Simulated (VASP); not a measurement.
# Na (Pm-3n) in VASP: notebook

Runs on Na. Level: PBE. Tasks: single point, relaxation of cell and atoms.

Everything below comes from runs of VASP 6.6.1. Logs are shortened: lines on timing, memory, paths and dates and some standing lists are left out, and cuts for length are marked.

### 1 The cell of the first run

It takes space group Pm-3n (No. 223, cubic). Conventional cell: a = 6.697 Å, b = 6.697 Å, c = 6.697 Å, α = 90.00°, β = 90.00°, γ = 90.00°. Within 4.9 Å of Na (site symmetry m-3) lie 12 Na at 3.74 Å. Within 4.4 Å of Na (site symmetry -4m2) lie 14 Na at 3.35 to 4.10 Å.

### 2 Single point, PBE

Contents of INCAR:

```
ALGO = Fast
EDIFF = 1E-6
ENCUT = 520
GGA = PE
ISIF = 2
ISMEAR = 0
LASPH = T
LCHARG = F
LREAL = F
LWAVE = F
NBANDS = 38
NELM = 100
PREC = Accurate
SIGMA = 0.1
```

Contents of KPOINTS:

```
k-points
0
Gamma
  4 4 4
```

Contents of POSCAR:

```
Na
1.0
    6.6966880000      0.0000000000      0.0000000000
    0.0000000000      6.6966880000      0.0000000000
    0.0000000000      0.0000000000      6.6966880000
Na
8
Direct
    0.0000000000      0.0000000000      0.0000000000
    0.5000000000      0.2500000000      0.0000000000
    0.5000000000      0.7500000000      0.0000000000
    0.0000000000      0.5000000000      0.2500000000
    0.2500000000      0.0000000000      0.5000000000
    0.7500000000      0.0000000000      0.5000000000
    0.5000000000      0.5000000000      0.5000000000
    0.0000000000      0.5000000000      0.7500000000
```

Potentials or basis: VASP PAW PBE potentials, release 64 (Na_pv).

The run is started by

```bash
> cat potpaw_PBE.64/Na_pv/POTCAR > POTCAR
> mpirun -np 1 vasp_std > vasp.out
```

OUTCAR:

```text
EDIFF = 1E-6
   ENCUT = 520
   GGA = PE
   ISIF = 2
   ISMEAR = 0
   LASPH = T
   LREAL = F
   NELM = 100
   PREC = Accurate

 ion  position               nearest neighbor table
   1  0.000  0.000  0.000-
   2  0.500  0.250  0.000-
   3  0.500  0.750  0.000-
   4  0.000  0.500  0.250-
   5  0.250  0.000  0.500-
   6  0.750  0.000  0.500-
   7  0.500  0.500  0.500-
   8  0.000  0.500  0.750-

  LATTYP: Found a simple cubic cell.
 ALAT       =     6.6966880000

  Lattice vectors:

 A1 = (   6.6966880000,   0.0000000000,   0.0000000000)
 A2 = (   0.0000000000,   6.6966880000,   0.0000000000)
 A3 = (   0.0000000000,   0.0000000000,   6.6966880000)

Analysis of symmetry for initial positions (statically):
=====================================================================
 Subroutine PRICEL returns:
 Original cell was already a primitive cell.

 Routine SETGRP: Setting up the symmetry group for a
 simple cubic supercell.

 Subroutine GETGRP returns: Found 48 space group operations
 (whereof 24 operations were pure point group operations)
 out of a pool of 48 trial point group operations.

The static configuration has the point symmetry T_h .
 The point group associated with its full space group is O_h .

Analysis of symmetry for dynamics (positions and initial velocities):
=====================================================================
 Subroutine PRICEL returns:
 Original cell was already a primitive cell.

 Routine SETGRP: Setting up the symmetry group for a
 simple cubic supercell.

 Subroutine GETGRP returns: Found 48 space group operations
 (whereof 24 operations were pure point group operations)
 out of a pool of 48 trial point group operations.

The dynamic configuration has the point symmetry T_h .
 The point group associated with its full space group is O_h .

 Subroutine INISYM returns: Found 48 space group operations
 (whereof 24 operations are pure point group operations),
 and found     1 'primitive' translations

----------------------------------------------------------------------------------------

                                     Primitive cell

  volume of cell :     300.3172

  direct lattice vectors                    reciprocal lattice vectors
     6.696688000  0.000000000  0.000000000     0.149327548  0.000000000  0.000000000
     0.000000000  6.696688000  0.000000000     0.000000000  0.149327548  0.000000000
     0.000000000  0.000000000  6.696688000     0.000000000  0.000000000  0.149327548

  length of vectors
     6.696688000  6.696688000  6.696688000     0.149327548  0.149327548  0.149327548

  position of ions in fractional coordinates (direct lattice)
     0.000000000  0.000000000  0.000000000
     0.500000000  0.250000000  0.000000000
     0.500000000  0.750000000  0.000000000
     0.000000000  0.500000000  0.250000000
     0.250000000  0.000000000  0.500000000
     0.750000000  0.000000000  0.500000000
     0.500000000  0.500000000  0.500000000
     0.000000000  0.500000000  0.750000000

  ion indices of the primitive-cell ions
   primitive index   ion index
                 1           1
                 2           2
                 3           3
                 4           4
                 5           5
                 6           6
                 7           7
                 8           8

----------------------------------------------------------------------------------------

 KPOINTS: k-points

Automatic generation of k-mesh.
 Grid dimensions read from file:
 generate k-points for:    4    4    4

 Generating k-lattice:

  Cartesian coordinates                     Fractional coordinates (reciprocal lattice)
     0.037331887  0.000000000  0.000000000     0.250000000  0.000000000  0.000000000
     0.000000000  0.037331887  0.000000000     0.000000000  0.250000000  0.000000000
     0.000000000  0.000000000  0.037331887     0.000000000  0.000000000  0.250000000

  Length of vectors
     0.037331887  0.037331887  0.037331887

  Shift w.r.t. Gamma in fractional coordinates (k-lattice)
     0.000000000  0.000000000  0.000000000

 Subroutine IBZKPT returns following result:
 ===========================================

 Found     10 irreducible k-points:

 Following reciprocal coordinates:
            Coordinates               Weight
  0.000000  0.000000  0.000000      1.000000
  0.250000  0.000000  0.000000      6.000000
  0.500000  0.000000  0.000000      3.000000
  0.250000  0.250000  0.000000     12.000000
  0.500000  0.250000  0.000000     12.000000
  0.500000  0.500000  0.000000      3.000000
  0.250000  0.250000  0.250000      8.000000
  0.500000  0.250000  0.250000     12.000000
  0.500000  0.500000  0.250000      6.000000
  0.500000  0.500000  0.500000      1.000000
   k-points           NKPTS =     10   k-points in BZ     NKDIM =     10   number of bands    NBANDS=     38
   number of dos      NEDOS =    301   number of ions     NIONS =      8
   total plane-waves  NPLWV = 125000
   dimension x,y,z NGX =    50 NGY =   50 NGZ =   50
   dimension x,y,z NGXF=   100 NGYF=  100 NGZF=  100
   ions per type =               8
   NGX,Y,Z   is equivalent  to a cutoff of  12.41, 12.41, 12.41 a.u.
   NGXF,Y,Z  is equivalent  to a cutoff of  24.83, 24.83, 24.83 a.u.
 SYSTEM =  unknown system
   PREC   = accura    normal or accurate (medium, high low for compatibility)
   ISTART =      0    job   : 0-new  1-cont  2-samecut
   ICHARG =      2    charge: 1-file 2-atom 10-const
   ISPIN  =      1    spin polarized calculation?
   LNONCOLLINEAR =      F non collinear calculations
   LSORBIT =      F    spin-orbit coupling
   LASPH  =      T    aspherical Exc in radial PAW
   ENCUT  =  520.0 eV  38.22 Ry    6.18 a.u.  12.45 12.45 12.45*2*pi/ulx,y,z
   NELM   =    100;   NELMIN=  2; NELMDL= -5     # of ELM steps
   EDIFF  = 0.1E-05   stopping-criterion for ELM
   LREAL  =      F    real-space projection
   EDIFFG = 0.1E-04   stopping-criterion for IOM
   NSW    =      0    number of steps for IOM
   IBRION =     -1    ionic relax: 0-MD 1-quasi-New 2-CG
   NFREE  =      0    steps in history (QN), initial steepest desc. (CG)
   ISIF   =      2    stress and relaxation
   ISYM   =      2    0-nonsym 1-usesym 2-fastsym
   POTIM  = 0.5000    time-step for ionic-motion
   TEBEG  =    0.0;   TEEND  =   0.0 temperature during run
   PSTRESS=    0.0 pullay stress
   NELECT =      56.0000    total number of electrons
   NUPDOWN=      -1.0000    fix difference up-down
   EMIN   =  10.00;   EMAX   =-10.00  energy-range for DOS
   EFERMI =   0.00;   METHOD = LEGACY
   ISMEAR =     0;   SIGMA  =   0.10  broadening in eV -4-tet -1-fermi 0-gaus
   EFERMI_NEDOS =   21; number of points for ismear=-14 and -15
   IALGO  =     68    algorithm
   IMIX   =      4    mixing-type and parameters
     AMIX     =   0.40;   BMIX     =  1.00
     AMIX_MAG =   1.60;   BMIX_MAG =  1.00
  volume/ion in A,a.u.               =      37.54       253.33
  Fermi-wavevector in a.u.,A,eV,Ry     =   0.935285  1.767433 11.901813  0.874759
  Thomas-Fermi vector in A             =   2.062177
   LORBIT       =      0    0 simple, 1 ext, 2 COOP (PROOUT), +10 PAW based schemes
   GGA     = PE    functional components
   LHFCALC =     F    Hartree Fock is set to
   AEXX    =    0.0000 exact exchange contribution
   IVDW    =     0    specifies the selected vdW correction
   LEPSILON=     F    determine dielectric tensor
   LRPA    =     F    only Hartree local field effects (RPA)
 non-spin polarized calculation
 RMM-DIIS sequential band-by-band and
 Gauss-broadening in eV      SIGMA  =   0.10
  energy-cutoff  :      520.00
  volume of cell :      300.32
 maximum number of plane-waves:      8217
 NGX is ok and might be reduce to    50
   NGX = 25   NGY = 25   NGZ = 25

 number of electron      55.9999802 magnetization

 Free energy of the ion-electron system (eV)
  ---------------------------------------------------
  ext. energy  EPLUGINS =         0.00000000
  ---------------------------------------------------
  free energy    TOTEN  =       -10.45100035 eV

  energy without entropy =      -10.44271488  energy(sigma->0) =      -10.44685761

 E-fermi :   0.4426     XC(G=0):  -6.4677

 val. band max:        0.4366971288   @ k =   0.0000   0.0000   0.0000
 cond. band min:       0.5663499337   @ k =   0.2500   0.0000   0.0000
 fundamental gap:      0.1296528049
 Fermi energy:         0.4425611980

 k-point     1 :       0.0000    0.0000    0.0000
  band No.  band energies     occupation
      1     -24.6946      2.00000
      2     -24.6946      2.00000
      3     -24.6909      2.00000
      4     -24.6573      2.00000
      5     -24.6573      2.00000
      6     -24.6573      2.00000
[... 30 lines left out ...]
     37       3.4869      0.00000
     38       3.4972      0.00000

 k-point     2 :       0.2500    0.0000    0.0000
  band No.  band energies     occupation
      1     -24.6946      2.00000
      2     -24.6931      2.00000
      3     -24.6850      2.00000
      4     -24.6568      2.00000
      5     -24.6568      2.00000
      6     -24.6536      2.00000
[... 30 lines left out ...]
     37       3.8016      0.00000
     38       3.8029      0.00000

 k-point     3 :       0.5000    0.0000    0.0000
  band No.  band energies     occupation
      1     -24.6941      2.00000
      2     -24.6941      2.00000
      3     -24.6660      2.00000
      4     -24.6660      2.00000
      5     -24.6565      2.00000
      6     -24.6565      2.00000
[... 30 lines left out ...]
     37       4.1295      0.00000
[... 207 lines left out ...]
 k-point     9 :       0.5000    0.5000    0.2500
  band No.  band energies     occupation
      1     -24.6869      2.00000
      2     -24.6679      2.00000
      3     -24.6673      2.00000
      4     -24.6671      2.00000
      5     -24.6671      2.00000
      6     -24.6512      2.00000
[... 30 lines left out ...]
     37       5.0939      0.00000
     38       5.1008      0.00000

 k-point    10 :       0.5000    0.5000    0.5000
  band No.  band energies     occupation
      1     -24.6678      2.00000
      2     -24.6678      2.00000
      3     -24.6678      2.00000
      4     -24.6678      2.00000
      5     -24.6678      2.00000
      6     -24.6678      2.00000
[... 30 lines left out ...]
     37       5.6110      0.00000
     38       5.6327      0.00000

------------------------ aborting loop because EDIFF is reached ----------------------------------------

  FORCE on cell =-STRESS in cart. coord.  units (eV):
  Direction    XX          YY          ZZ          XY          YZ          ZX
  --------------------------------------------------------------------------------------
  -------------------------------------------------------------------------------------
  Total       -0.1555930     -0.1555930     -0.1555930     -0.0000000      0.0000000     -0.0000000
  in kB       -0.8300807     -0.8300807     -0.8300807     -0.0000000      0.0000000     -0.0000000
  external PRESSURE =      -0.8300807 kB  Pullay stress =       0.0000000 kB

 VOLUME and BASIS-vectors are now :
 -----------------------------------------------------------------------------
  energy-cutoff  :      520.00
  volume of cell :      300.32
      direct lattice vectors                 reciprocal lattice vectors
     6.696688000  0.000000000  0.000000000     0.149327548  0.000000000  0.000000000
     0.000000000  6.696688000  0.000000000     0.000000000  0.149327548  0.000000000
     0.000000000  0.000000000  6.696688000     0.000000000  0.000000000  0.149327548

 POSITION                                       TOTAL-FORCE (eV/Angst)
 -----------------------------------------------------------------------------------
      0.00000      0.00000      0.00000        -0.000000     -0.000000      0.000000
      3.34834      1.67417      0.00000        -0.000000      0.000000     -0.000000
      3.34834      5.02252      0.00000         0.000000     -0.000000      0.000000
      0.00000      3.34834      1.67417         0.000000      0.000000      0.000000
      1.67417      0.00000      3.34834         0.000000     -0.000000      0.000000
      5.02252      0.00000      3.34834        -0.000000      0.000000     -0.000000
      3.34834      3.34834      3.34834        -0.000000     -0.000000      0.000000
      0.00000      3.34834      5.02252        -0.000000      0.000000     -0.000000
 -----------------------------------------------------------------------------------
    total drift:                                0.000000     -0.000000     -0.000000

  FREE ENERGIE OF THE ION-ELECTRON SYSTEM (eV)
  ---------------------------------------------------
  free  energy   TOTEN  =       -10.4510003461 eV

  energy  without entropy=      -10.4427148777  energy(sigma->0) =      -10.44685761
```

It took 1.8 min on 1 thread of AMD EPYC 7R13 (Zen 3), shared host; peak memory 0.32 GiB.

Results:

| Item | Value |
| --- | --- |
| Free energy | -10.4510 eV |
| Pressure | -0.1 GPa |
| Band gap on the k mesh | zero (band 28 reaches 1.07 eV, above the bottom of band 29 at -0.42 eV) |

### 3 Single point, PBE

Contents of INCAR:

```
PREC = Accurate
ENCUT = 520
EDIFF = 1E-6
ISMEAR = 0
SIGMA = 0.1
LREAL = F
LASPH = T
NELM = 100
ALGO = Normal
ISIF = 2
LWAVE = F
LCHARG = T
GGA = PE
LELF = T
LVHAR = T
NBANDS = 38
```

Contents of KPOINTS:

```
Automatic mesh
0
Gamma
  6 6 6
```

POSCAR is that of step 2.

Potentials or basis: VASP PAW PBE potentials, release 64 (Na_pv).

The run is started by

```bash
> cat potpaw_PBE.64/Na_pv/POTCAR > POTCAR
> mpirun -np 1 vasp_std > vasp.out
```

It took 2.7 min on 1 thread of AMD EPYC 9R45 (Zen 5), shared host; peak memory 0.37 GiB.

It converged, with:

```yaml
Free_energy: -10.3805 eV
Pressure: 0.0 GPa
Band_gap_on_the_k_mesh: zero (band 28 reaches 1.07 eV, above the bottom of band 29 at -0.42 eV)
```

Levels at points of the mesh, in eV from the Fermi level:
```csv
k point,band 25,band 26,band 27,band 28,band 29,band 30,band 31,band 32
"(0.00, 0.00, 0.00)",-3.26,0.07,0.07,0.07,0.13,0.13,0.14,2.99
"(0.50, 0.00, 0.00)",-2.40,-2.40,0.77,0.77,0.84,0.84,0.96,0.96
"(0.50, 0.50, 0.00)",-1.55,-1.55,-1.55,-1.55,1.42,1.54,1.54,1.56
"(0.50, 0.50, 0.50)",-0.72,-0.72,-0.72,-0.72,-0.72,-0.72,-0.72,-0.72
```

### 4 Relaxation of cell and atoms, PBE

Contents of INCAR:

```
  PREC = Accurate
  ENCUT = 600
  EDIFF = 1E-6
  ISMEAR = 0
  SIGMA = 0.1
  LREAL = False
  LASPH = True
  NELM = 100
  ALGO = Normal
  ISIF = 3
  LWAVE = False
  LCHARG = False
  GGA = PE
  IBRION = 2
  NSW = 100
  EDIFFG = -0.01
```

Contents of KPOINTS:

```
regular mesh
0
Gamma
  6 6 6
```

POSCAR is that of step 3.

The run is started by

```bash
> cat potpaw_PBE.64/Na_pv/POTCAR > POTCAR
> mpirun -np 1 vasp_std > vasp.out
```

Run time: 89 s. Hardware: 1 thread of Intel Xeon 6975P-C (Granite Rapids), shared host; peak memory 0.48 GiB.

The run converged. Its results:

```yaml
Free_energy: -10.3806 eV
Pressure_after_relaxing: 0.0 GPa
Band_gap_on_the_k_mesh: zero (band 28 reaches 1.07 eV, above the bottom of band 29 at -0.42 eV)
```

Final structure:
```xyz
8
Lattice="6.6967 0.0000 0.0000 0.0000 6.6967 0.0000 0.0000 0.0000 6.6967" Properties=species:S:1:pos:R:3 pbc="T T T"
Na    0.0000    0.0000    0.0000
Na    3.3483    1.6742    0.0000
Na    3.3483    5.0225    0.0000
Na    0.0000    3.3483    1.6742
Na    1.6742    0.0000    3.3483
Na    5.0225    0.0000    3.3483
Na    3.3483    3.3483    3.3483
Na    0.0000    3.3483    5.0225
```

Levels at points of the mesh, in eV from the Fermi level:
| k point | band 24 | band 25 | band 26 | band 27 | band 28 | band 29 | band 30 | band 31 | band 32 | band 33 |
| --- | --- | --- | --- | --- | --- | --- | --- | --- | --- | --- |
| (0.00, 0.00, 0.00) | -24.93 | -3.26 | 0.07 | 0.07 | 0.07 | 0.13 | 0.13 | 0.14 | 2.99 | 2.99 |
| (0.50, 0.00, 0.00) | -24.93 | -2.40 | -2.40 | 0.77 | 0.77 | 0.84 | 0.84 | 0.96 | 0.96 | 1.09 |
| (0.50, 0.50, 0.00) | -24.93 | -1.55 | -1.55 | -1.55 | -1.55 | 1.42 | 1.54 | 1.54 | 1.56 | 1.87 |
| (0.50, 0.50, 0.50) | -24.94 | -0.72 | -0.72 | -0.72 | -0.72 | -0.72 | -0.72 | -0.72 | -0.72 | 5.29 |

Caveat: the relaxation stopped at its first step, so nothing moved.

### 5 Overview

```csv
task,cell,k mesh,cutoff (eV),gap on the mesh (eV),pressure (GPa)
single point,as given,4 × 4 × 4,520,none,-0.1
single point,as given,6 × 6 × 6,520,none,0.0
relaxation of cell and atoms,relaxed,6 × 6 × 6,600,none,0.0
```

Alike in all rows: level PBE; potentials or basis VASP PAW PBE potentials, release 64 (Na_pv); no spin polarisation; smearing gaussian 0.1 eV.

Caveats: the relaxation stopped at its first step, so nothing moved (some runs).

Absolute energies hang on the potentials; compare differences alone.
